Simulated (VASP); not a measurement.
# GaN in VASP: notebook

Aim: see how the results for GaN move with the level of theory and the settings. Levels: PBEsol, PBE. Tasks: relaxation of cell and atoms, single point.

Everything below comes from runs of VASP 6.6.1. Logs are shortened: lines on timing, memory, paths and dates and some standing lists are left out, and cuts for length are marked.

### Step 1. The cell of the first run

It takes space group F-43m (No. 216, cubic). Conventional cell: a = 4.507 Å, b = 4.507 Å, c = 4.507 Å, α = 90.00°, β = 90.00°, γ = 90.00°. Ga (site symmetry -43m) has 4 N at 1.95 Å within 2.6 Å. Within 2.6 Å of N (site symmetry -43m) lie 4 Ga at 1.95 Å.

### Step 2. Relaxation of cell and atoms, PBEsol, target pressure 30 GPa, at which the enthalpy is minimised

Input file INCAR:

```
ALGO = Normal
EDIFF = 1E-7
EDIFFG = -0.01
ENCUT = 600
GGA = PS
IBRION = 2
ISIF = 3
ISMEAR = -1
LASPH = T
LCHARG = F
LREAL = F
LWAVE = F
NELM = 100
NSW = 60
PREC = Accurate
PSTRESS = 300.0
SIGMA = 0.05
```

Input file KPOINTS:

```
k-points
0
Gamma
  10 10 10
```

Input file POSCAR:

```
GaN
1.0
    0.0000000000      2.2535006075      2.2535006075
    2.2535006075      0.0000000000      2.2535006075
    2.2535006075      2.2535006075      0.0000000000
Ga N
1 1
Direct
    0.0000000000      0.0000000000      0.0000000000
    0.2500000000      0.2500000000      0.2500000000
```

Potentials or basis: VASP PAW PBE potentials, release 64 (Ga_d, N).

Launch:

```sh
> cat potpaw_PBE.64/Ga_d/POTCAR potpaw_PBE.64/N/POTCAR > POTCAR
> mpirun -np 1 vasp_std > vasp.out
```

OUTCAR:

```text
EDIFF = 1E-7
   EDIFFG = -0.01
   ENCUT = 600
   GGA = PS
   IBRION = 2
   ISIF = 3
   ISMEAR = -1
   LASPH = T
   LREAL = F
   NELM = 100
   NSW = 60
   PREC = Accurate
   PSTRESS = 300.0

 ion  position               nearest neighbor table
   1  0.000  0.000  0.000-   2 1.95   2 1.95   2 1.95   2 1.95
   2  0.250  0.250  0.250-   1 1.95   1 1.95   1 1.95   1 1.95

  LATTYP: Found a face centered cubic cell.
 ALAT       =     4.5070012150

  Lattice vectors:

 A1 = (   0.0000000000,   2.2535006075,   2.2535006075)
 A2 = (   2.2535006075,   0.0000000000,   2.2535006075)
 A3 = (   2.2535006075,   2.2535006075,   0.0000000000)

Analysis of symmetry for initial positions (statically):
=====================================================================
 Subroutine PRICEL returns:
 Original cell was already a primitive cell.

 Routine SETGRP: Setting up the symmetry group for a
 face centered cubic supercell.

 Subroutine GETGRP returns: Found 24 space group operations
 (whereof 24 operations were pure point group operations)
 out of a pool of 48 trial point group operations.

The static configuration has the point symmetry T_d .

Analysis of symmetry for dynamics (positions and initial velocities):
=====================================================================
 Subroutine PRICEL returns:
 Original cell was already a primitive cell.

 Routine SETGRP: Setting up the symmetry group for a
 face centered cubic supercell.

 Subroutine GETGRP returns: Found 24 space group operations
 (whereof 24 operations were pure point group operations)
 out of a pool of 48 trial point group operations.

The dynamic configuration has the point symmetry T_d .

 Subroutine INISYM returns: Found 24 space group operations
 (whereof 24 operations are pure point group operations),
 and found     1 'primitive' translations

----------------------------------------------------------------------------------------

                                     Primitive cell

  volume of cell :      22.8877

  direct lattice vectors                    reciprocal lattice vectors
     0.000000000  2.253500607  2.253500607    -0.221877020  0.221877020  0.221877020
     2.253500607  0.000000000  2.253500607     0.221877020 -0.221877020  0.221877020
     2.253500607  2.253500607  0.000000000     0.221877020  0.221877020 -0.221877020

  length of vectors
     3.186931122  3.186931122  3.186931122     0.384302272  0.384302272  0.384302272

  position of ions in fractional coordinates (direct lattice)
     0.000000000  0.000000000  0.000000000
     0.250000000  0.250000000  0.250000000

  ion indices of the primitive-cell ions
   primitive index   ion index
                 1           1
                 2           2

----------------------------------------------------------------------------------------

 KPOINTS: k-points

Automatic generation of k-mesh.
 Grid dimensions read from file:
 generate k-points for:   10   10   10

 Generating k-lattice:

  Cartesian coordinates                     Fractional coordinates (reciprocal lattice)
    -0.022187702  0.022187702  0.022187702     0.100000000  0.000000000  0.000000000
     0.022187702 -0.022187702  0.022187702     0.000000000  0.100000000  0.000000000
     0.022187702  0.022187702 -0.022187702     0.000000000  0.000000000  0.100000000

  Length of vectors
     0.038430227  0.038430227  0.038430227

  Shift w.r.t. Gamma in fractional coordinates (k-lattice)
     0.000000000  0.000000000  0.000000000

 Subroutine IBZKPT returns following result:
 ===========================================

 Found     47 irreducible k-points:

 Following reciprocal coordinates:
            Coordinates               Weight
  0.000000  0.000000  0.000000      1.000000
  0.100000  0.000000  0.000000      8.000000
  0.200000  0.000000  0.000000      8.000000
  0.300000  0.000000  0.000000      8.000000
  0.400000  0.000000  0.000000      8.000000
  0.500000  0.000000  0.000000      4.000000
[... 16 lines left out ...]
  0.300000  0.300000  0.000000      6.000000
  0.400000  0.300000  0.000000     24.000000
 [... further k-points ...]
   k-points           NKPTS =     47   k-points in BZ     NKDIM =     47   number of bands    NBANDS=     13
   number of dos      NEDOS =    301   number of ions     NIONS =      2
   total plane-waves  NPLWV =  21952
   dimension x,y,z NGX =    28 NGY =   28 NGZ =   28
   dimension x,y,z NGXF=    56 NGYF=   56 NGZF=   56
   ions per type =               1   1
   NGX,Y,Z   is equivalent  to a cutoff of  14.61, 14.61, 14.61 a.u.
   NGXF,Y,Z  is equivalent  to a cutoff of  29.21, 29.21, 29.21 a.u.
 SYSTEM =  unknown system
   PREC   = accura    normal or accurate (medium, high low for compatibility)
   ISTART =      0    job   : 0-new  1-cont  2-samecut
   ICHARG =      2    charge: 1-file 2-atom 10-const
   ISPIN  =      1    spin polarized calculation?
   LNONCOLLINEAR =      F non collinear calculations
   LSORBIT =      F    spin-orbit coupling
   LASPH  =      T    aspherical Exc in radial PAW
   ENCUT  =  600.0 eV  44.10 Ry    6.64 a.u.   6.37  6.37  6.37*2*pi/ulx,y,z
   NELM   =    100;   NELMIN=  2; NELMDL= -5     # of ELM steps
   EDIFF  = 0.1E-06   stopping-criterion for ELM
   LREAL  =      F    real-space projection
   EDIFFG = -.1E-01   stopping-criterion for IOM
   NSW    =     60    number of steps for IOM
   IBRION =      2    ionic relax: 0-MD 1-quasi-New 2-CG
   NFREE  =      1    steps in history (QN), initial steepest desc. (CG)
   ISIF   =      3    stress and relaxation
   ISYM   =      2    0-nonsym 1-usesym 2-fastsym
   POTIM  = 0.5000    time-step for ionic-motion
   TEBEG  =    0.0;   TEEND  =   0.0 temperature during run
   PSTRESS=  300.0 pullay stress
   NELECT =      18.0000    total number of electrons
   NUPDOWN=      -1.0000    fix difference up-down
   EMIN   =  10.00;   EMAX   =-10.00  energy-range for DOS
   EFERMI =   0.00;   METHOD = LEGACY
   ISMEAR =    -1;   SIGMA  =   0.05  broadening in eV -4-tet -1-fermi 0-gaus
   EFERMI_NEDOS =   21; number of points for ismear=-14 and -15
   IALGO  =     38    algorithm
   IMIX   =      4    mixing-type and parameters
     AMIX     =   0.40;   BMIX     =  1.00
     AMIX_MAG =   1.60;   BMIX_MAG =  1.00
  volume/ion in A,a.u.               =      11.44        77.23
  Fermi-wavevector in a.u.,A,eV,Ry     =   1.511117  2.855596 31.068543  2.283473
  Thomas-Fermi vector in A             =   2.621216
   LORBIT       =      0    0 simple, 1 ext, 2 COOP (PROOUT), +10 PAW based schemes
   GGA     = PS    functional components
   LHFCALC =     F    Hartree Fock is set to
   AEXX    =    0.0000 exact exchange contribution
   IVDW    =     0    specifies the selected vdW correction
   LEPSILON=     F    determine dielectric tensor
   LRPA    =     F    only Hartree local field effects (RPA)
 conjugate gradient relaxation of ions
 non-spin polarized calculation
  energy-cutoff  :      600.00
  volume of cell :       22.89
 maximum number of plane-waves:       785
 NGX is ok and might be reduce to    28
   NGX = 13   NGY = 13   NGZ = 13

--------------------------------------- Ionic step        1  -------------------------------------------

 number of electron      18.0000005 magnetization

 Free energy of the ion-electron system (eV)
  ---------------------------------------------------
  ext. energy  EPLUGINS =         0.00000000
  ---------------------------------------------------
  free energy    TOTEN  =       -13.12373634 eV

  energy without entropy =      -13.12373634  energy(sigma->0) =      -13.12373634

------------------------ aborting loop because EDIFF is reached ----------------------------------------

  FORCE on cell =-STRESS in cart. coord.  units (eV):
  Direction    XX          YY          ZZ          XY          YZ          ZX
  --------------------------------------------------------------------------------------
  -------------------------------------------------------------------------------------
  Total       -0.2141937     -0.2141937     -0.2141937     -0.0000000      0.0000000     -0.0000000
  in kB      -14.9938870    -14.9938870    -14.9938870     -0.0000000      0.0000000     -0.0000000
  external PRESSURE =    -314.9938870 kB  Pullay stress =     300.0000000 kB
[... 23 lines left out ...]
  enthalpy is  TOTEN    =        -8.8381158853 eV   P V=        4.2856204571

--------------------------------------- Ionic step        2  -------------------------------------------

 number of electron      17.9999997 magnetization

 E-fermi :  10.7372     XC(G=0): -13.8833

 val. band max:        9.7595666363   @ k =   0.0000   0.0000   0.0000
 cond. band min:      13.0148770241   @ k =   0.5000   0.5000   0.0000
 fundamental gap:      3.2553103879
 Fermi energy:        10.7372031388

 k-point     1 :       0.0000    0.0000    0.0000
  band No.  band energies     occupation
      1      -9.8667      2.00000
      2      -4.6444      2.00000
      3      -4.6444      2.00000
      4      -4.6444      2.00000
      5      -3.7645      2.00000
      6      -3.7645      2.00000
      7       9.7596      2.00000
      8       9.7596      2.00000
      9       9.7596      2.00000
     10      13.5727      0.00000
     11      22.1273      0.00000
     12      22.1273      0.00000
     13      22.1273      0.00000
[... 555 lines left out ...]
  enthalpy is  TOTEN    =        -9.1425051781 eV   P V=        3.7697163239

--------------------------------------- Ionic step        7  -------------------------------------------

 number of electron      18.0000002 magnetization

 Free energy of the ion-electron system (eV)
  ---------------------------------------------------
  ext. energy  EPLUGINS =         0.00000000
  ---------------------------------------------------
  free energy    TOTEN  =       -12.90590327 eV

  energy without entropy =      -12.90590327  energy(sigma->0) =      -12.90590327

 E-fermi :   7.6477     XC(G=0): -12.6177

 val. band max:        6.6774648210   @ k =   0.0000   0.0000   0.0000
 cond. band min:       9.1889852835   @ k =   0.0000   0.0000   0.0000
 fundamental gap:      2.5115204625
 Fermi energy:         7.6476710813

 k-point     1 :       0.0000    0.0000    0.0000
  band No.  band energies     occupation
      1     -10.4730      2.00000
      2      -6.9292      2.00000
      3      -6.9292      2.00000
      4      -6.9292      2.00000
      5      -6.4455      2.00000
      6      -6.4455      2.00000
      7       6.6775      2.00000
      8       6.6775      2.00000
      9       6.6775      2.00000
     10       9.1890      0.00000
     11      17.6939      0.00000
     12      17.6939      0.00000
     13      17.6939      0.00000
[... 397 lines left out ...]
  FREE ENERGIE OF THE ION-ELECTRON SYSTEM (eV)
  ---------------------------------------------------
  free  energy   TOTEN  =       -12.9059032678 eV

  energy  without entropy=      -12.9059032678  energy(sigma->0) =      -12.90590327

  enthalpy is  TOTEN    =        -9.1425647078 eV   P V=        3.7633385601

 reached required accuracy - stopping structural energy minimisation
```

It took 85 s on 1 thread of Intel Xeon 6975P-C, shared host; peak memory 0.18 GiB.

What came out:

| Item | Value |
| --- | --- |
| Free energy | -12.9059 eV |
| Relaxed volume | 10.05 Å³/atom |
| Relaxed cell | a = 3.052 Å, b = 3.052 Å, c = 3.052 Å, α = 60.00°, β = 60.00°, γ = 60.00° |
| Space group after relaxing (to 0.05 Å) | F-43m (No. 216) |
| Energy change on relaxing (the enthalpy is what falls) | +108.9 meV/atom |
| Ionic steps | 7 |
| Pressure after relaxing | 30.0 GPa |
| Band gap on the k mesh | 2.51 eV, direct |

The path:
```
step  energy change (eV)  largest force (eV/Å)  pressure (GPa)  volume (Å³)
   1              0.0000                0.0000           -1.50        22.89
   2              1.9726                0.0000          130.95        16.21
   3              0.1878                0.0000           27.44        20.27
   4              0.2115                0.0000           29.59        20.13
   5              0.2213                0.0000           30.33        20.08
   6              0.2115                0.0000           29.40        20.13
   7              0.2178                0.0000           30.03        20.10
```

Final structure:
```
CELL_PARAMETERS angstrom
0.00000 2.15796 2.15796
2.15796 0.00000 2.15796
2.15796 2.15796 0.00000
ATOMIC_POSITIONS crystal
Ga 0.00000 0.00000 0.00000
N 0.25000 0.25000 0.25000
```

Caveat: the cell is relaxed towards a set pressure, so the enthalpy falls and the energy may rise; the PAW data sets were made with another functional, which shifts forces and pressure a little.

### Step 3. Single point, PBEsol, non-collinear spin, zero start, spin-orbit coupling

Input file INCAR:

```
ALGO = Normal
EDIFF = 1E-7
ENCUT = 520
GGA = PS
GGA_COMPAT = False
ISIF = 2
ISMEAR = -1
LASPH = True
LCHARG = False
LORBIT = 11
LORBMOM = True
LREAL = False
LSORBIT = True
LWAVE = False
MAGMOM = 0 0 0 0 0 0
NBANDS = 30
NELM = 150
PREC = Accurate
SIGMA = 0.05
```

KPOINTS is that of step 2.

POSCAR is that of step 2.

Potentials or basis: VASP PAW PBE potentials, release 64 (Ga_d, N).

Launch:

```sh
> cat potpaw_PBE.64/Ga_d/POTCAR potpaw_PBE.64/N/POTCAR > POTCAR
> mpirun -np 1 vasp_ncl > vasp.out
```

Wall time 94 s (1 thread of Intel Xeon 6975P-C, shared host); peak memory 0.24 GiB.

The run converged. Its results:

| Property | Result |
| --- | --- |
| Free energy | -13.1274 eV |
| Pressure | -1.3 GPa |
| Net moment | 0.00 μB per cell |
| Valence electrons inside the program's atomic spheres | Ga 11.87; N 3.72 |

Moments on the atoms (μB; x, y, z):
```
Ga  0.00 0.00 0.00
N   0.00 0.00 0.00
```

Caveat: the PAW data sets were made with another functional, which shifts forces and pressure a little.

### Step 4. Single point, PBEsol (atoms moved at random)

Input file INCAR:

```
SYSTEM = GaN
PREC = Accurate ; ENCUT = 600
EDIFF = 1E-6 ; ISMEAR = -1
SIGMA = 0.05 ; LREAL = .FALSE.
LASPH = .TRUE. ; NELM = 120
ALGO = Normal ; ISIF = 2
LWAVE = .FALSE. ; LCHARG = .FALSE.
GGA = PS ; NBANDS = 16
GGA_COMPAT = .FALSE.
```

Input file KPOINTS:

```
Automatic mesh
0
G
  10 10 10
  0 0 0
```

Input file POSCAR:

```
GaN
1.0
    0.0000000000      2.2535006075      2.2535006075
    2.2535006075      0.0000000000      2.2535006075
    2.2535006075      2.2535006075      0.0000000000
Ga N
1 1
Direct
    0.0064260000     -0.0016860000     -0.0053100000
    0.2425010000      0.2481970000      0.2566230000
```

Potentials or basis: VASP PAW PBE potentials, release 64 (Ga_d, N).

Launch:

```sh
> cat potpaw_PBE.64/Ga_d/POTCAR potpaw_PBE.64/N/POTCAR > POTCAR
> mpirun -np 1 vasp_std > vasp.out
```

OUTCAR:

```text
SYSTEM = GaN
   PREC = Accurate
   ENCUT = 600
   EDIFF = 1E-6
   ISMEAR = -1
   LREAL = .FALSE.
   LASPH = .TRUE.
   NELM = 120
   ISIF = 2
   GGA = PS

 ion  position               nearest neighbor table
   1  0.006  0.998  0.995-   2 1.92   2 1.95   2 1.95   2 1.99
   2  0.243  0.248  0.257-   1 1.92   1 1.95   1 1.95   1 1.99

  LATTYP: Found a face centered cubic cell.
 ALAT       =     4.5070012150

  Lattice vectors:

 A1 = (   0.0000000000,   2.2535006075,   2.2535006075)
[... 625 lines left out ...]
      3      -8.2317      2.00000
      4      -8.2040      2.00000
      5      -7.9425      2.00000
      6      -7.9250      2.00000
[... 8 lines left out ...]
     15      23.9665      0.00000
     16      24.5394      0.00000

 [... further k-points ...]
[... 5 lines left out ...]
  --------------------------------------------------------------------------------------
  -------------------------------------------------------------------------------------
  Total       -0.1898242     -0.1767787     -0.1952097      0.2454701     -0.2052527      0.0040336
  in kB      -13.2879873    -12.3747785    -13.6649777     17.1832832    -14.3680035      0.2823581
  external PRESSURE =     -13.1092478 kB  Pullay stress =       0.0000000 kB

 VOLUME and BASIS-vectors are now :
 -----------------------------------------------------------------------------
  energy-cutoff  :      600.00
  volume of cell :       22.89
      direct lattice vectors                 reciprocal lattice vectors
     0.000000000  2.253500607  2.253500607    -0.221877020  0.221877020  0.221877020
     2.253500607  0.000000000  2.253500607     0.221877020 -0.221877020  0.221877020
     2.253500607  2.253500607  0.000000000     0.221877020  0.221877020 -0.221877020

 POSITION                                       TOTAL-FORCE (eV/Angst)
 -----------------------------------------------------------------------------------
      4.49124      2.25602      2.26418         0.312466     -0.009476     -0.373210
      1.13761      1.12478      1.10579        -0.312466      0.009476      0.373210
 -----------------------------------------------------------------------------------
    total drift:                                0.000214      0.000050      0.000032

  FREE ENERGIE OF THE ION-ELECTRON SYSTEM (eV)
  ---------------------------------------------------
  free  energy   TOTEN  =       -13.1135567338 eV

  energy  without entropy=      -13.1135567332  energy(sigma->0) =      -13.11355673
```

OSZICAR:

```text
N       E                     dE             d eps       ncg     rms          rms(c)
DAV:   1     0.860664914327E+02    0.86066E+02   -0.10101E+04 18192   0.219E+03
DAV:   2    -0.853532359172E+01   -0.94602E+02   -0.87465E+02 18424   0.350E+02
DAV:   3    -0.148481215735E+02   -0.63128E+01   -0.62855E+01 18928   0.762E+01
DAV:   4    -0.149233616577E+02   -0.75240E-01   -0.75227E-01 20352   0.897E+00
DAV:   5    -0.149243394158E+02   -0.97776E-03   -0.97775E-03 19336   0.922E-01    0.719E+00
DAV:   6    -0.131437040974E+02    0.17806E+01   -0.42648E+00 24608   0.398E+01    0.264E+00
DAV:   7    -0.131330718669E+02    0.10632E-01   -0.28001E-01 17232   0.581E+00    0.168E+00
DAV:   8    -0.131167489255E+02    0.16323E-01   -0.53673E-02 20880   0.271E+00    0.680E-01
DAV:   9    -0.131134707974E+02    0.32781E-02   -0.11864E-02 24008   0.236E+00    0.173E-01
DAV:  10    -0.131135927073E+02   -0.12191E-03   -0.11685E-03 18696   0.480E-01    0.811E-02
DAV:  11    -0.131135548186E+02    0.37889E-04   -0.14011E-04 24960   0.191E-01    0.572E-03
DAV:  12    -0.131135567881E+02   -0.19695E-05   -0.12918E-05 18280   0.445E-02    0.376E-03
DAV:  13    -0.131135567338E+02    0.54268E-07   -0.42808E-07 12384   0.105E-02
   1 F= -.13113557E+02 E0= -.13113557E+02  d E =-.600887E-09
```

stdout:

```text
POSCAR found type information on POSCAR GaN
 POSCAR found :  2 types and       2 ions
 scaLAPACK will be used
 -----------------------------------------------------------------------------
|                                                                             |
|                                                                             |
|     You enforced a specific xc type in the INCAR file but a different       |
|     I HOPE YOU KNOW WHAT YOU ARE DOING!                                     |
|                                                                             |
 -----------------------------------------------------------------------------

 LDA part: xc-table for (Slater+PW92), standard interpolation
 POSCAR, INCAR and KPOINTS ok, starting setup
 FFT: planning ... GRIDC
 FFT: planning ... GRID_SOFT
 FFT: planning ... GRID
 WAVECAR not read
 entering main loop
```

It used 610 s of CPU time on 1 thread of AMD EPYC 7R13 Processor (Zen 3) (shared host).

What came out:

- Free energy: -13.1136 eV
- Pressure: -1.3 GPa
- Largest force: 0.487 eV/Å
- Band gap on the k mesh: 1.60 eV, direct

Forces on the atoms (eV/Å):
```
Ga   0.312 -0.009 -0.373
N   -0.312  0.009  0.373
```

Caveat: the cell differs from its parent crystal (atoms moved at random); the PAW data sets were made with another functional, which shifts forces and pressure a little.

[end of part 1 of 2]
